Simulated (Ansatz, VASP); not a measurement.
**Two plane-wave programs on Ba**

INCAR

```
SYSTEM = Ba
PREC = Accurate
ENCUT = 520
EDIFF = 1E-7
ISMEAR = 1
SIGMA = 0.02
LREAL = .FALSE.
LASPH = .TRUE.
NELM = 60
ALGO = Normal
ISIF = 2
LWAVE = .FALSE.
LCHARG = .FALSE.
GGA = CA
NBANDS = 28
```

Contents of KPOINTS:

```
Automatic mesh
0
G
  5 5 5
  0 0 0
```

The input POSCAR:

```
Ba
1.0
   -4.1311947500      4.1311947500      3.8367706500
    4.1311947500     -4.1311947500      3.8367706500
    4.1311947500      4.1311947500     -3.8367706500
Ba
4
Direct
    0.8181421101      0.6818578899      0.5000000000
    0.1818578899      0.3181421101      0.5000000000
    0.3181421101      0.8181421101      0.1362842202
    0.6688260971      0.1688260971      0.8637157798
```

Input for Ansatz:

```yaml
crystal:
  lattice:
    - [-4.13119475, 4.13119475, 3.83677065]
    - [4.13119475, -4.13119475, 3.83677065]
    - [4.13119475, 4.13119475, -3.83677065]
  atoms:
    - { symbol: Ba, position: [0.818142110100232, 0.6818578898997681, 0.5] }
    - { symbol: Ba, position: [0.18185788989976812, 0.3181421101002319, 0.5] }
    - { symbol: Ba, position: [0.31814211010023186, 0.818142110100232, 0.1362842202004638] }
    - { symbol: Ba, position: [0.6688260971341515, 0.16882609713415153, 0.8637157797995363] }
basis:
  ecutwfc: 653.073269903712
  xc_grid: 2
kpoints:
  mp_grid:
    grid: [5, 5, 5]
hamiltonian:
  xc: lda
scf:
  max_iter: 100
  lower_state_search: "off"
  occupations:
    method: cold
    width: 0.02
output:
  forces: true
```

Alike in both runs: task single point; functional LDA; k mesh 5 × 5 × 5; no spin polarisation.

```csv
,VASP,Ansatz
version,VASP 6.6.1,Ansatz 0.2.0
potentials or method,"VASP PAW LDA potentials, release 64 (Ba_sv), cutoff 520 eV","plane waves, PAW"
occupations,"methfessel-paxton of order 1, width 0.02 eV","cold, width 0.02 eV"
valence electrons in the cell,40,40
```

|  | VASP | Ansatz | Ansatz less VASP |
| --- | --- | --- | --- |
| rms of the force components (eV/Å) | 0.090 | 0.090 | -0.0004 |

LDA's correlation is that of Perdew and Zunger in VASP and of Perdew and Wang (1992) in Ansatz. Atom by atom the forces differ by 0.001 eV/Å (rms over components).

Spin-orbit coupling is off throughout.
